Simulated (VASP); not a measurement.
# GaP (hm.bA) (F-43m) in VASP: single point with PBE

Aim: the single point of GaP (hm.bA) with PBE.

Everything below comes from runs of VASP 6.6.1. Logs are shortened: lines on timing, memory, paths and dates and some standing lists are left out, and cuts for length are marked.

## Step 1: The cell of the first run

It takes space group F-43m (No. 216, cubic). The conventional cell has a = 5.440 Å, b = 5.440 Å, c = 5.440 Å, α = 90.00°, β = 90.00°, γ = 90.00°. Ga (site symmetry -43m) has 4 P at 2.36 Å within 3.1 Å. Within 3.1 Å of P (site symmetry -43m) lie 4 Ga at 2.36 Å.

## Step 2: Single point, PBE

INCAR

```
PREC     = Accurate       # precision mode
ENCUT    = 500            # plane-wave cutoff, eV
EDIFF    = 1E-6           # SCF threshold, eV
ISMEAR   = 0              # smearing method
SIGMA    = 0.1            # smearing width, eV
LREAL    = False          # projectors in reciprocal space
LASPH    = True           # aspherical terms in the spheres
NELM     = 120            # most SCF steps
ALGO     = Normal         # electronic algorithm
ISIF     = 2              # what is computed and relaxed
LWAVE    = False          # write WAVECAR
LCHARG   = True           # write CHGCAR
GGA      = PE             # functional
LELF     = True           # ELF
LVHAR    = True         
NBANDS   = 16             # bands
GGA_COMPAT= False
```

KPOINTS

```
regular mesh
0
Gamma
  6 6 6
```

POSCAR

```
GaP
1.0
    0.0000000000      2.7200000000      2.7200000000
    2.7200000000      0.0000000000      2.7200000000
    2.7200000000      2.7200000000      0.0000000000
Ga P
1 1
Direct
    0.0000000000      0.0000000000      0.0000000000
    0.2500000000      0.2500000000      0.2500000000
```

Potentials or basis: VASP PAW PBE potentials, release 64 (Ga_d, P).

Run with:

```
> cat potpaw_PBE.64/Ga_d/POTCAR potpaw_PBE.64/P/POTCAR > POTCAR
> mpirun -np 1 vasp_std > vasp.out
```

OUTCAR:

```text
PREC = Accurate
   ENCUT = 500
   EDIFF = 1E-6
   ISMEAR = 0
   LREAL = False
   LASPH = True
   NELM = 120
   ISIF = 2
   GGA = PE

 ion  position               nearest neighbor table
   1  0.000  0.000  0.000-   2 2.36   2 2.36   2 2.36   2 2.36
   2  0.250  0.250  0.250-   1 2.36   1 2.36   1 2.36   1 2.36

  LATTYP: Found a face centered cubic cell.
 ALAT       =     5.4400000000

  Lattice vectors:

 A1 = (   0.0000000000,   2.7200000000,   2.7200000000)
 A2 = (   2.7200000000,   0.0000000000,   2.7200000000)
 A3 = (   2.7200000000,   2.7200000000,   0.0000000000)

Analysis of symmetry for initial positions (statically):
=====================================================================
 Subroutine PRICEL returns:
 Original cell was already a primitive cell.

 Routine SETGRP: Setting up the symmetry group for a
 face centered cubic supercell.

 Subroutine GETGRP returns: Found 24 space group operations
 (whereof 24 operations were pure point group operations)
 out of a pool of 48 trial point group operations.

The static configuration has the point symmetry T_d .

Analysis of symmetry for dynamics (positions and initial velocities):
=====================================================================
 Subroutine PRICEL returns:
 Original cell was already a primitive cell.

 Routine SETGRP: Setting up the symmetry group for a
 face centered cubic supercell.

 Subroutine GETGRP returns: Found 24 space group operations
 (whereof 24 operations were pure point group operations)
 out of a pool of 48 trial point group operations.

The dynamic configuration has the point symmetry T_d .

 Subroutine INISYM returns: Found 24 space group operations
 (whereof 24 operations are pure point group operations),
 and found     1 'primitive' translations

----------------------------------------------------------------------------------------

                                     Primitive cell

  volume of cell :      40.2473

  direct lattice vectors                    reciprocal lattice vectors
     0.000000000  2.720000000  2.720000000    -0.183823529  0.183823529  0.183823529
     2.720000000  0.000000000  2.720000000     0.183823529 -0.183823529  0.183823529
     2.720000000  2.720000000  0.000000000     0.183823529  0.183823529 -0.183823529

  length of vectors
     3.846660890  3.846660890  3.846660890     0.318391693  0.318391693  0.318391693

  position of ions in fractional coordinates (direct lattice)
     0.000000000  0.000000000  0.000000000
     0.250000000  0.250000000  0.250000000

  ion indices of the primitive-cell ions
   primitive index   ion index
                 1           1
                 2           2

----------------------------------------------------------------------------------------

 KPOINTS: regular mesh

Automatic generation of k-mesh.
 Grid dimensions read from file:
 generate k-points for:    6    6    6

 Generating k-lattice:

  Cartesian coordinates                     Fractional coordinates (reciprocal lattice)
    -0.030637255  0.030637255  0.030637255     0.166666667  0.000000000  0.000000000
     0.030637255 -0.030637255  0.030637255     0.000000000  0.166666667  0.000000000
     0.030637255  0.030637255 -0.030637255     0.000000000  0.000000000  0.166666667

  Length of vectors
     0.053065282  0.053065282  0.053065282

  Shift w.r.t. Gamma in fractional coordinates (k-lattice)
     0.000000000  0.000000000  0.000000000

 Subroutine IBZKPT returns following result:
 ===========================================

 Found     16 irreducible k-points:

 Following reciprocal coordinates:
            Coordinates               Weight
  0.000000  0.000000  0.000000      1.000000
  0.166667  0.000000  0.000000      8.000000
  0.333333  0.000000  0.000000      8.000000
  0.500000  0.000000  0.000000      4.000000
  0.166667  0.166667  0.000000      6.000000
  0.333333  0.166667  0.000000     24.000000
[... 8 lines left out ...]
 -0.333333  0.333333  0.166667     24.000000
 -0.333333  0.500000  0.166667     12.000000
   k-points           NKPTS =     16   k-points in BZ     NKDIM =     16   number of bands    NBANDS=     16
   number of dos      NEDOS =    301   number of ions     NIONS =      2
   total plane-waves  NPLWV =  21952
   dimension x,y,z NGX =    28 NGY =   28 NGZ =   28
   dimension x,y,z NGXF=    56 NGYF=   56 NGZF=   56
   ions per type =               1   1
   NGX,Y,Z   is equivalent  to a cutoff of  12.10, 12.10, 12.10 a.u.
   NGXF,Y,Z  is equivalent  to a cutoff of  24.20, 24.20, 24.20 a.u.
 SYSTEM =  unknown system
   PREC   = accura    normal or accurate (medium, high low for compatibility)
   ISTART =      0    job   : 0-new  1-cont  2-samecut
   ICHARG =      2    charge: 1-file 2-atom 10-const
   ISPIN  =      1    spin polarized calculation?
   LNONCOLLINEAR =      F non collinear calculations
   LSORBIT =      F    spin-orbit coupling
   LASPH  =      T    aspherical Exc in radial PAW
   ENCUT  =  500.0 eV  36.75 Ry    6.06 a.u.   7.01  7.01  7.01*2*pi/ulx,y,z
   NELM   =    120;   NELMIN=  2; NELMDL= -5     # of ELM steps
   EDIFF  = 0.1E-05   stopping-criterion for ELM
   LREAL  =      F    real-space projection
   EDIFFG = 0.1E-04   stopping-criterion for IOM
   NSW    =      0    number of steps for IOM
   IBRION =     -1    ionic relax: 0-MD 1-quasi-New 2-CG
   NFREE  =      0    steps in history (QN), initial steepest desc. (CG)
   ISIF   =      2    stress and relaxation
   ISYM   =      2    0-nonsym 1-usesym 2-fastsym
   POTIM  = 0.5000    time-step for ionic-motion
   TEBEG  =    0.0;   TEEND  =   0.0 temperature during run
   PSTRESS=    0.0 pullay stress
   NELECT =      18.0000    total number of electrons
   NUPDOWN=      -1.0000    fix difference up-down
   EMIN   =  10.00;   EMAX   =-10.00  energy-range for DOS
   EFERMI =   0.00;   METHOD = LEGACY
   ISMEAR =     0;   SIGMA  =   0.10  broadening in eV -4-tet -1-fermi 0-gaus
   EFERMI_NEDOS =   21; number of points for ismear=-14 and -15
   IALGO  =     38    algorithm
   IMIX   =      4    mixing-type and parameters
     AMIX     =   0.40;   BMIX     =  1.00
     AMIX_MAG =   1.60;   BMIX_MAG =  1.00
  volume/ion in A,a.u.               =      20.12       135.80
  Fermi-wavevector in a.u.,A,eV,Ry     =   1.251949  2.365841 21.325462  1.567377
  Thomas-Fermi vector in A             =   2.385873
   LORBIT       =      0    0 simple, 1 ext, 2 COOP (PROOUT), +10 PAW based schemes
   GGA     = PE    functional components
   LHFCALC =     F    Hartree Fock is set to
   AEXX    =    0.0000 exact exchange contribution
   IVDW    =     0    specifies the selected vdW correction
   LEPSILON=     F    determine dielectric tensor
   LRPA    =     F    only Hartree local field effects (RPA)
 non-spin polarized calculation
 Gauss-broadening in eV      SIGMA  =   0.10
  energy-cutoff  :      500.00
  volume of cell :       40.25
 maximum number of plane-waves:      1034
   NGX = 13   NGY = 13   NGZ = 13

 number of electron      18.0000015 magnetization

 Free energy of the ion-electron system (eV)
  ---------------------------------------------------
  ext. energy  EPLUGINS =         0.00000000
  ---------------------------------------------------
  free energy    TOTEN  =        -9.09823169 eV

  energy without entropy =       -9.09823169  energy(sigma->0) =       -9.09823169

 E-fermi :   5.1434     XC(G=0):  -9.8565

 val. band max:        4.7180373763   @ k =   0.0000   0.0000   0.0000
 cond. band min:       6.3567979156   @ k =   0.5000   0.5000   0.0000
 fundamental gap:      1.6387605394
 Fermi energy:         5.1433797453

 k-point     1 :       0.0000    0.0000    0.0000
  band No.  band energies     occupation
      1      -9.8498      2.00000
      2      -9.8498      2.00000
      3      -9.8498      2.00000
      4      -9.7485      2.00000
      5      -9.7485      2.00000
      6      -7.8186      2.00000
[... 8 lines left out ...]
     15      14.5101      0.00000
     16      14.5101      0.00000

 k-point     2 :       0.1667    0.0000    0.0000
  band No.  band energies     occupation
      1      -9.8733      2.00000
      2      -9.8418      2.00000
      3      -9.8418      2.00000
      4      -9.7484      2.00000
      5      -9.7484      2.00000
      6      -7.4597      2.00000
[... 8 lines left out ...]
     15      13.6870      0.00000
     16      14.7979      0.00000

 k-point     3 :       0.3333    0.0000    0.0000
  band No.  band energies     occupation
      1      -9.9144      2.00000
      2      -9.8290      2.00000
      3      -9.8290      2.00000
      4      -9.7448      2.00000
      5      -9.7448      2.00000
      6      -6.5046      2.00000
[... 8 lines left out ...]
     15      14.3726      0.00000
     16      14.4363      0.00000

 k-point     4 :       0.5000    0.0000    0.0000
  band No.  band energies     occupation
      1      -9.9330      2.00000
      2      -9.8246      2.00000
      3      -9.8246      2.00000
      4      -9.7409      2.00000
      5      -9.7409      2.00000
      6      -5.7328      2.00000
[... 8 lines left out ...]
     15      16.4215      0.00000
     16      16.4215      0.00000
[... 172 lines left out ...]
 k-point    14 :       0.5000    0.3333    0.1667
  band No.  band energies     occupation
      1      -9.9381      2.00000
      2      -9.8148      2.00000
      3      -9.8035      2.00000
      4      -9.7629      2.00000
      5      -9.7374      2.00000
      6      -5.7222      2.00000
[... 8 lines left out ...]
     15      16.5727      0.00000
     16      18.0249      0.00000

 k-point    15 :      -0.3333    0.3333    0.1667
  band No.  band energies     occupation
      1      -9.9443      2.00000
      2      -9.8147      2.00000
      3      -9.7967      2.00000
      4      -9.7595      2.00000
      5      -9.7406      2.00000
      6      -5.0621      2.00000
[... 8 lines left out ...]
     15      17.2268      0.00000
     16      17.5316      0.00000

 k-point    16 :      -0.3333    0.5000    0.1667
  band No.  band energies     occupation
      1      -9.9553      2.00000
      2      -9.8032      2.00000
      3      -9.7886      2.00000
      4      -9.7694      2.00000
      5      -9.7350      2.00000
      6      -4.7545      2.00000
[... 8 lines left out ...]
     15      16.6484      0.00000
     16      18.3607      0.00000

------------------------ aborting loop because EDIFF is reached ----------------------------------------

  FORCE on cell =-STRESS in cart. coord.  units (eV):
  Direction    XX          YY          ZZ          XY          YZ          ZX
  --------------------------------------------------------------------------------------
  -------------------------------------------------------------------------------------
  Total        0.7421721      0.7421721      0.7421721     -0.0000000     -0.0000000     -0.0000000
  in kB       29.5446272     29.5446272     29.5446272     -0.0000000     -0.0000000     -0.0000000
  external PRESSURE =      29.5446272 kB  Pullay stress =       0.0000000 kB

 VOLUME and BASIS-vectors are now :
 -----------------------------------------------------------------------------
  energy-cutoff  :      500.00
  volume of cell :       40.25
      direct lattice vectors                 reciprocal lattice vectors
     0.000000000  2.720000000  2.720000000    -0.183823529  0.183823529  0.183823529
     2.720000000  0.000000000  2.720000000     0.183823529 -0.183823529  0.183823529
     2.720000000  2.720000000  0.000000000     0.183823529  0.183823529 -0.183823529

 POSITION                                       TOTAL-FORCE (eV/Angst)
 -----------------------------------------------------------------------------------
      0.00000      0.00000      0.00000         0.000000      0.000000      0.000000
      1.36000      1.36000      1.36000        -0.000000     -0.000000     -0.000000
 -----------------------------------------------------------------------------------
    total drift:                                0.000001      0.000001      0.000001

  FREE ENERGIE OF THE ION-ELECTRON SYSTEM (eV)
  ---------------------------------------------------
  free  energy   TOTEN  =        -9.0982316888 eV

  energy  without entropy=       -9.0982316888  energy(sigma->0) =       -9.09823169
```

It took 15 s on 1 thread of AMD EPYC 7R43 (Zen 3), shared host; peak memory 0.12 GiB.

What came out:

* Free energy: -9.0982 eV
* Pressure: 3.0 GPa
* Band gap on the k mesh: 1.64 eV, indirect (least direct gap 1.87 eV)

A k mesh can miss the band edges.
